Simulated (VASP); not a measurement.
Co:

```
Co
1.0
    -1.41990    1.41990    1.41990
     1.41990   -1.41990    1.41990
     1.41990    1.41990   -1.41990
Co
1
Direct
  0.00000 0.00000 0.00000
```

This isn't the form of Co at room conditions, which is hcp.

Base run:

| Item | Value |
| --- | --- |
| Program | VASP 6.6.1 |
| Functional | RPBE |
| Potentials or basis | VASP PAW PBE potentials, release 64 (Co) |
| Cutoff | 520 eV |
| k mesh | 17 × 17 × 17 |
| Occupations | fermi-dirac, width 0.05 eV |
| Spin | collinear spin, ferromagnetic start |
| Starting moments | [1.88] μB |

Its results: pressure -1.1 GPa; net moment 1.76 μB per cell; site moments Co +1.79 μB.

Problem. The run is repeated on the same cell with these changes: k mesh from 17 × 17 × 17 to 25 × 25 × 25; moments at the start from [1.88] to [1.89]. What comes out?

Solution. Pressure -0.6 GPa; net moment 1.78 μB per cell; site moments Co +1.81 μB.

Caveats: the PAW data sets were made with another functional, which shifts forces and pressure a little.
